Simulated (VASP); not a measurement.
# Bi in VASP: notebook

The runs below take Bi through single point, with PBE, r2SCAN.

All numbers are computed with VASP 6.6.1; they aren't measurements. Logs are shortened: lines on timing, memory, paths and dates and some standing lists are left out, and cuts for length are marked.

### 1 The cell of the first run

Symmetry: P2/m, No. 10, monoclinic system. Conventional cell: a = 3.172 Å, b = 3.156 Å, c = 6.313 Å, α = 90.00°, β = 90.72°, γ = 90.00°. Bi (site symmetry m) has 6 Bi at 3.16 to 3.18 Å within 4.2 Å.

### 2 Single point, PBE

The input, INCAR:

```
SYSTEM = Bi
PREC = Accurate
ENCUT = 520
EDIFF = 1E-6
ISMEAR = 0
SIGMA = 0.05
LREAL = .FALSE.
LASPH = .TRUE.
NELM = 100
ALGO = Fast
ISIF = 2
LWAVE = .FALSE.
LCHARG = .TRUE.
GGA = PE
LELF = .TRUE.
LVHAR = .TRUE.
NBANDS = 22
```

The input, KPOINTS:

```
regular mesh
0
G
  10 10 6
  0 0 0
```

The input, POSCAR:

```
Bi
1.0
    3.1722683854      0.0000000000      0.0000000000
    0.0000000000      3.1558770435      0.0000000000
   -0.0788124821      0.0000000000      6.3123439430
Bi
2
Direct
    0.4557527500      0.0000000000      0.2504221100
    0.5442472500      0.0000000000      0.7495778900
```

Potentials or basis: VASP PAW PBE potentials, release 64 (Bi_d).

Launch:

```console
$ cat potpaw_PBE.64/Bi_d/POTCAR > POTCAR
$ mpirun -np 1 vasp_std > vasp.out
```

OUTCAR:

```text
SYSTEM = Bi
   PREC = Accurate
   ENCUT = 520
   EDIFF = 1E-6
   ISMEAR = 0
   LREAL = .FALSE.
   LASPH = .TRUE.
   NELM = 100
   ISIF = 2
   GGA = PE

 ion  position               nearest neighbor table
   1  0.456  0.000  0.250-   2 3.16   2 3.18
   2  0.544  0.000  0.750-   1 3.16   1 3.18

  LATTYP: Found a simple monoclinic cell.
 ALAT       =     3.1722683854
 B/A-ratio  =     0.9948329271
 C/A-ratio  =     1.9900068852
 COS(beta)  =    -0.0124844813

  Lattice vectors:

 A1 = (   3.1722683854,   0.0000000000,   0.0000000000)
 A2 = (   0.0000000000,   3.1558770435,   0.0000000000)
 A3 = (  -0.0788124821,   0.0000000000,   6.3123439430)

Analysis of symmetry for initial positions (statically):
=====================================================================
 Subroutine PRICEL returns:
 Original cell was already a primitive cell.

 Routine SETGRP: Setting up the symmetry group for a
 simple monoclinic supercell.

 Subroutine GETGRP returns: Found  4 space group operations
 (whereof  4 operations were pure point group operations)
 out of a pool of  4 trial point group operations.

The static configuration has the point symmetry C_2h.

Analysis of symmetry for dynamics (positions and initial velocities):
=====================================================================
 Subroutine PRICEL returns:
 Original cell was already a primitive cell.

 Routine SETGRP: Setting up the symmetry group for a
 simple monoclinic supercell.

 Subroutine GETGRP returns: Found  4 space group operations
 (whereof  4 operations were pure point group operations)
 out of a pool of  4 trial point group operations.

The dynamic configuration has the point symmetry C_2h.

 Subroutine INISYM returns: Found  4 space group operations
 (whereof  4 operations are pure point group operations),
 and found     1 'primitive' translations

----------------------------------------------------------------------------------------

                                     Primitive cell

  volume of cell :      63.1947

  direct lattice vectors                    reciprocal lattice vectors
     3.172268385  0.000000000  0.000000000     0.315231840  0.000000000  0.003935813
     0.000000000  3.155877043  0.000000000     0.000000000  0.316869126  0.000000000
    -0.078812482  0.000000000  6.312343943     0.000000000  0.000000000  0.158419758

  length of vectors
     3.172268385  3.155877043  6.312835929     0.315256409  0.316869126  0.158419758

  position of ions in fractional coordinates (direct lattice)
[... 77 lines left out ...]
   ENCUT  =  520.0 eV  38.22 Ry    6.18 a.u.   5.90  5.87 11.74*2*pi/ulx,y,z
   NELM   =    100;   NELMIN=  2; NELMDL= -5     # of ELM steps
   EDIFF  = 0.1E-05   stopping-criterion for ELM
   LREAL  =      F    real-space projection
   EDIFFG = 0.1E-04   stopping-criterion for IOM
   NSW    =      0    number of steps for IOM
   IBRION =     -1    ionic relax: 0-MD 1-quasi-New 2-CG
   NFREE  =      0    steps in history (QN), initial steepest desc. (CG)
   ISIF   =      2    stress and relaxation
   ISYM   =      2    0-nonsym 1-usesym 2-fastsym
   POTIM  = 0.5000    time-step for ionic-motion
   TEBEG  =    0.0;   TEEND  =   0.0 temperature during run
   PSTRESS=    0.0 pullay stress
   NELECT =      30.0000    total number of electrons
   NUPDOWN=      -1.0000    fix difference up-down
   EMIN   =  10.00;   EMAX   =-10.00  energy-range for DOS
   EFERMI =   0.00;   METHOD = LEGACY
   ISMEAR =     0;   SIGMA  =   0.05  broadening in eV -4-tet -1-fermi 0-gaus
   EFERMI_NEDOS =   21; number of points for ismear=-14 and -15
   IALGO  =     68    algorithm
   IMIX   =      4    mixing-type and parameters
     AMIX     =   0.40;   BMIX     =  1.00
     AMIX_MAG =   1.60;   BMIX_MAG =  1.00
  volume/ion in A,a.u.               =      31.60       213.23
  Fermi-wavevector in a.u.,A,eV,Ry     =   1.277091  2.413351 22.190562  1.630960
  Thomas-Fermi vector in A             =   2.409710
   LORBIT       =      0    0 simple, 1 ext, 2 COOP (PROOUT), +10 PAW based schemes
   GGA     = PE    functional components
   LHFCALC =     F    Hartree Fock is set to
   AEXX    =    0.0000 exact exchange contribution
   IVDW    =     0    specifies the selected vdW correction
   LEPSILON=     F    determine dielectric tensor
   LRPA    =     F    only Hartree local field effects (RPA)
 non-spin polarized calculation
 RMM-DIIS sequential band-by-band and
 Gauss-broadening in eV      SIGMA  =   0.05
  energy-cutoff  :      520.00
  volume of cell :       63.19
 maximum number of plane-waves:      1726
   NGX = 11   NGY = 11   NGZ = 23

 number of electron      30.0000006 magnetization

 Free energy of the ion-electron system (eV)
  ---------------------------------------------------
  ext. energy  EPLUGINS =         0.00000000
  ---------------------------------------------------
  free energy    TOTEN  =        -7.56110724 eV

  energy without entropy =       -7.56010746  energy(sigma->0) =       -7.56060735

 E-fermi :   7.6299     XC(G=0): -10.0795

 val. band max:        7.6291130976   @ k =   0.1000   0.4000   0.5000
 cond. band min:       7.6437132439   @ k =   0.2000   0.0000   0.5000
 fundamental gap:      0.0146001463
 Fermi energy:         7.6299357134

 k-point     1 :       0.0000    0.0000    0.0000
  band No.  band energies     occupation
      1     -15.4969      2.00000
      2     -15.4840      2.00000
      3     -15.4748      2.00000
      4     -15.1824      2.00000
      5     -15.1806      2.00000
      6     -15.1632      2.00000
[... 589 lines left out ...]
     21      14.6990      0.00000
     22      14.8634      0.00000

 [... further k-points ...]

------------------------ aborting loop because EDIFF is reached ----------------------------------------

  FORCE on cell =-STRESS in cart. coord.  units (eV):
  Direction    XX          YY          ZZ          XY          YZ          ZX
  --------------------------------------------------------------------------------------
  -------------------------------------------------------------------------------------
  Total        2.4768745      2.8229906      1.8877925      0.0000000      0.0000000      0.0212443
  in kB       62.7962828     71.5713742     47.8612678      0.0000000      0.0000000      0.5386082
  external PRESSURE =      60.7429749 kB  Pullay stress =       0.0000000 kB

 VOLUME and BASIS-vectors are now :
 -----------------------------------------------------------------------------
  energy-cutoff  :      520.00
  volume of cell :       63.19
      direct lattice vectors                 reciprocal lattice vectors
     3.172268385  0.000000000  0.000000000     0.315231840  0.000000000  0.003935813
     0.000000000  3.155877043  0.000000000     0.000000000  0.316869126  0.000000000
    -0.078812482  0.000000000  6.312343943     0.000000000  0.000000000  0.158419758

 POSITION                                       TOTAL-FORCE (eV/Angst)
 -----------------------------------------------------------------------------------
      1.42603      0.00000      1.58075        -0.002808      0.000000     -0.008518
      1.66742      0.00000      4.73159         0.002808     -0.000000      0.008518
 -----------------------------------------------------------------------------------
    total drift:                                0.000000     -0.000000      0.000000

  FREE ENERGIE OF THE ION-ELECTRON SYSTEM (eV)
  ---------------------------------------------------
  free  energy   TOTEN  =        -7.5611072434 eV

  energy  without entropy=       -7.5601074590  energy(sigma->0) =       -7.56060735
```

Wall time 1.8 min (1 thread of Intel Xeon 6975P-C, shared host); peak memory 0.32 GiB.

Results:

```
Free energy            : -7.5611 eV
Pressure               : 6.1 GPa
Largest force          : 0.009 eV/Å
Band gap on the k mesh : zero (band 15 reaches 11.71 eV, above the bottom of band 16 at 4.99 eV)
```

Forces in eV/Å, atoms in the order of the input:
```
Bi  -0.003  0.000 -0.009
Bi   0.003  0.000  0.009
```

Levels at points of the mesh, in eV from the Fermi level:
```tsv
k point	band 12	band 13	band 14	band 15	band 16	band 17	band 18	band 19
(0.00, 0.00, 0.00)	-11.51	-5.50	3.33	3.38	3.40	5.10	5.55	6.85
(0.50, 0.00, 0.00)	-9.42	-5.45	-3.52	-3.37	2.22	5.54	5.78	7.77
(0.00, 0.50, 0.00)	-9.31	-5.51	-3.45	-3.43	2.53	5.51	5.55	7.43
(0.50, 0.50, 0.00)	-7.16	-3.47	-3.38	-1.59	-1.55	-1.40	2.57	4.98
(0.00, 0.00, 0.50)	-12.86	-2.00	-1.97	4.08	4.18	4.29	4.31	7.90
(0.50, 0.00, 0.50)	-10.71	-4.72	-4.69	0.17	0.27	5.32	5.37	6.47
(0.00, 0.50, 0.50)	-10.66	-4.68	-4.66	0.20	0.24	5.37	5.37	6.31
(0.50, 0.50, 0.50)	-8.50	-2.69	-2.67	-2.65	-2.64	2.34	2.46	3.28
```

Caveat: spin-orbit coupling is left out, which moves the levels of the heavy elements.

### 3 Single point, PBE

This run uses another cell than the first one, of 33.61 Å³/atom, 1.064 times its volume.

The input, INCAR:

```
ALGO = Fast ; EDIFF = 1E-7
ENCUT = 520 ; GGA = PE
ISIF = 2 ; ISMEAR = 0
LASPH = T ; LCHARG = F
LREAL = F ; LWAVE = F
NBANDS = 22 ; NELM = 60
PREC = Accurate ; SIGMA = 0.05
```

The input, KPOINTS:

```
k-points
0
Gamma
  10 10 6
```

The input, POSCAR:

```
Bi
1.0
    3.2383762460      0.0000000000      0.0000000000
    0.0000000000      3.2216433200      0.0000000000
   -0.0804548793      0.0000000000      6.4438887882
Bi
2
Direct
    0.4557527500      0.0000000000      0.2504221100
    0.5442472500      0.0000000000      0.7495778900
```

Potentials or basis: VASP PAW PBE potentials, release 64 (Bi_d).

Launch:

```console
$ cat potpaw_PBE.64/Bi_d/POTCAR > POTCAR
$ mpirun -np 1 vasp_std > vasp.out
```

Run time: 2.4 min. Hardware: 1 thread of Intel Xeon 6975P-C, shared host; peak memory 0.33 GiB.

Results (log left out):

| Property | Result |
| --- | --- |
| Free energy | -7.6628 eV |
| Pressure | 2.1 GPa |
| Largest force | 0.016 eV/Å |
| Band gap on the k mesh | zero (band 15 reaches 10.73 eV, above the bottom of band 16 at 4.43 eV) |

Forces in eV/Å, atoms in the order of the input:
```
Bi   0.015  0.000  0.003
Bi  -0.015  0.000 -0.003
```

Stress tensor (GPa, compression positive):
```
2.24 0.00 0.06
0.00 2.92 0.00
0.06 0.00 1.13
```

Levels at points of the mesh, in eV from the Fermi level:
| k point | band 11 | band 12 | band 13 | band 14 | band 15 | band 16 | band 17 | band 18 | band 19 | band 20 |
| --- | --- | --- | --- | --- | --- | --- | --- | --- | --- | --- |
| (0.00, 0.00, 0.00) | -13.26 | -11.30 | -5.09 | 3.19 | 3.23 | 3.25 | 4.80 | 5.20 | 6.50 | 7.91 |
| (0.50, 0.00, 0.00) | -11.32 | -9.43 | -5.05 | -3.25 | -3.12 | 2.36 | 5.19 | 5.46 | 7.16 | 9.80 |
| (0.00, 0.50, 0.00) | -11.28 | -9.33 | -5.10 | -3.19 | -3.17 | 2.69 | 5.15 | 5.19 | 6.86 | 9.73 |
| (0.50, 0.50, 0.00) | -9.35 | -7.43 | -3.20 | -3.13 | -1.47 | -1.43 | -1.30 | 2.72 | 4.93 | 5.26 |
| (0.00, 0.00, 0.50) | -12.51 | -12.48 | -1.86 | -1.83 | 3.88 | 3.97 | 4.06 | 4.08 | 7.62 | 7.69 |
| (0.50, 0.00, 0.50) | -10.60 | -10.56 | -4.36 | -4.34 | 0.14 | 0.23 | 5.35 | 5.40 | 6.02 | 6.06 |
| (0.00, 0.50, 0.50) | -10.54 | -10.52 | -4.33 | -4.31 | 0.16 | 0.21 | 5.40 | 5.40 | 5.88 | 5.97 |
| (0.50, 0.50, 0.50) | -8.63 | -8.59 | -2.48 | -2.46 | -2.45 | -2.43 | 2.11 | 2.22 | 3.41 | 3.44 |

Caveat: spin-orbit coupling is left out, which moves the levels of the heavy elements.

### 4 Single point, PBE

This run uses another cell than the first one, of 33.61 Å³/atom, 1.064 times its volume.

The input, INCAR:

```
PREC = Accurate ; ENCUT = 520
EDIFF = 1E-6 ; ISMEAR = 0
SIGMA = 0.05 ; LREAL = F
LASPH = T ; NELM = 100
ALGO = Fast ; ISIF = 2
LWAVE = F ; LCHARG = F
GGA = PE ; NBANDS = 22
```

The input, KPOINTS:

```
Automatic mesh
0
Gamma
  10 10 6
```

Changes to POSCAR since step 3:

```diff
@@ -9,2 +9,2 @@
     0.4557527500      0.0000000000      0.2504221100
-    0.5442472500      0.0000000000      0.7495778900
+    0.5590520132     -0.0022942937      0.7515531517
```

Launch:

```console
$ cat potpaw_PBE.64/Bi_d/POTCAR > POTCAR
$ mpirun -np 1 vasp_std > vasp.out
```

Run time: 3.5 min. Hardware: 1 thread of Intel Xeon 6975P-C, shared host; peak memory 0.43 GiB.

It converged, with:

```yaml
Free_energy: -7.6619 eV
Pressure: 2.1 GPa
Largest_force: 0.023 eV/Å
Band_gap_on_the_k_mesh: zero (band 15 reaches 10.74 eV, above the bottom of band 16 at 4.40 eV)
```

Forces on the atoms (eV/Å):
```
Bi   0.021 -0.001  0.010
Bi  -0.021  0.001 -0.010
```

Stress tensor (GPa, compression positive):
```
2.30 0.00 0.06
0.00 3.01 0.00
0.06 0.00 0.94
```

Levels at points of the mesh, in eV from the Fermi level:
```csv
k point,band 11,band 12,band 13,band 14,band 15,band 16,band 17,band 18,band 19,band 20
"(0.00, 0.00, 0.00)",-13.26,-11.31,-5.09,3.19,3.25,3.25,4.72,5.20,6.52,7.91
"(0.50, 0.00, 0.00)",-11.31,-9.46,-5.04,-3.26,-3.10,2.25,5.20,5.55,7.14,9.80
"(0.00, 0.50, 0.00)",-11.28,-9.34,-5.10,-3.20,-3.16,2.69,5.15,5.22,6.78,9.73
"(0.50, 0.50, 0.00)",-9.34,-7.45,-3.20,-3.11,-1.49,-1.44,-1.28,2.74,4.80,5.25
"(0.00, 0.00, 0.50)",-12.51,-12.49,-1.86,-1.84,3.88,3.95,4.06,4.08,7.64,7.68
"(0.50, 0.00, 0.50)",-10.58,-10.58,-4.37,-4.36,0.18,0.22,5.33,5.39,6.04,6.04
"(0.00, 0.50, 0.50)",-10.54,-10.52,-4.33,-4.31,0.17,0.19,5.40,5.40,5.88,5.95
"(0.50, 0.50, 0.50)",-8.61,-8.61,-2.47,-2.47,-2.46,-2.46,2.16,2.19,3.42,3.42
```

Caveat: spin-orbit coupling is left out, which moves the levels of the heavy elements.

### 5 Single point, r2SCAN

This run uses another cell than the first one, of 33.61 Å³/atom, 1.064 times its volume.

Changes to POSCAR since step 4:

```diff
@@ -9,2 +9,2 @@
     0.4557527500      0.0000000000      0.2504221100
-    0.5590520132     -0.0022942937      0.7515531517
+    0.5442472500      0.0000000000      0.7495778900
```

The input, INCAR.step1:

```
  PREC = Accurate
  ENCUT = 520
  ISMEAR = 0
  SIGMA = 0.05
  LREAL = False
  LASPH = True
  NELM = 80
  NBANDS = 22
  GGA = PE
  ALGO = Normal
  EDIFF = 1E-4
  LWAVE = True
  LCHARG = False
```

The input, INCAR.step2:

```
  PREC = Accurate
  ENCUT = 520
  EDIFF = 1E-7
  ISMEAR = 0
  SIGMA = 0.05
  LREAL = False
  LASPH = True
  NELM = 80
  ALGO = Normal
  ISIF = 2
  LWAVE = False
  LCHARG = False
  METAGGA = R2SCAN
  LMIXTAU = True
  NBANDS = 22
  ISTART = 1
```

KPOINTS is that of step 4.

Launch:

```console
$ cat potpaw_PBE.64/Bi_d/POTCAR > POTCAR
$ cp INCAR.step1 INCAR
$ mpirun -np 1 vasp_std > vasp.out
$ cp INCAR.step2 INCAR
$ mpirun -np 1 vasp_std > vasp.out
```

It took 7.8 min on 1 thread of Intel Xeon 6975P-C, shared host; peak memory 0.33 GiB.

Results (log left out):

- Free energy: -116.8536 eV
- Pressure: 1.0 GPa
- Largest force: 0.041 eV/Å
- Band gap on the k mesh: zero (band 15 reaches 10.83 eV, above the bottom of band 16 at 4.14 eV)

Forces on the atoms (eV/Å):
```
Bi   0.040  0.000  0.011
Bi  -0.040  0.000 -0.011
```

Stress tensor (GPa, compression positive):
```
 1.25  0.00  0.12
 0.00  1.93  0.00
 0.12  0.00 -0.07
```

Levels at points of the mesh, in eV from the Fermi level:
```csv
k point,band 11,band 12,band 13,band 14,band 15,band 16,band 17,band 18,band 19,band 20
"(0.00, 0.00, 0.00)",-13.86,-11.77,-5.33,3.34,3.39,3.41,5.05,5.46,7.24,8.34
"(0.50, 0.00, 0.00)",-11.78,-9.75,-5.29,-3.47,-3.33,2.67,5.45,5.77,7.55,10.48
"(0.00, 0.50, 0.00)",-11.75,-9.64,-5.35,-3.41,-3.38,3.05,5.41,5.46,7.24,10.41
"(0.50, 0.50, 0.00)",-9.66,-7.55,-3.42,-3.34,-1.64,-1.61,-1.47,3.09,5.31,5.69
"(0.00, 0.00, 0.50)",-13.06,-13.03,-1.91,-1.87,4.07,4.17,4.27,4.29,8.27,8.34
"(0.50, 0.00, 0.50)",-11.02,-10.97,-4.59,-4.56,0.14,0.24,5.79,5.84,6.33,6.37
"(0.00, 0.50, 0.50)",-10.96,-10.93,-4.55,-4.53,0.17,0.22,5.84,5.85,6.19,6.29
"(0.50, 0.50, 0.50)",-8.89,-8.84,-2.68,-2.65,-2.64,-2.62,2.20,2.31,3.80,3.83
```

Caveat: the PAW data sets were made with another functional, which shifts forces and pressure a little; spin-orbit coupling is left out, which moves the levels of the heavy elements.

### 6 Overview

```csv
level,cell,gap on the mesh (eV),pressure (GPa),largest force (eV/Å)
PBE,"a = 3.172, b = 3.156, c = 6.313 Å, angles 90.0, 90.7, 90.0°, 2 atoms",none,6.1,0.01
PBE,"a = 3.238, b = 3.222, c = 6.444 Å, angles 90.0, 90.7, 90.0°, 2 atoms",none,2.1,0.02
r2SCAN,"a = 3.238, b = 3.222, c = 6.444 Å, angles 90.0, 90.7, 90.0°, 2 atoms",none,1.0,0.04
```

Some of these runs hold the atoms at other places in the same cell, which the table doesn't show; runs alike in all that it shows share one row.

Alike in all rows: task single point; potentials or basis VASP PAW PBE potentials, release 64 (Bi_d); no spin polarisation; k mesh 10 × 10 × 6; cutoff (eV) 520; smearing gaussian 0.05 eV.

Caveats: spin-orbit coupling is left out, which moves the levels of the heavy elements; the PAW data sets were made with another functional, which shifts forces and pressure a little (some runs).

Total energies depend on the potentials used, so only differences within one code and one set of settings carry meaning.
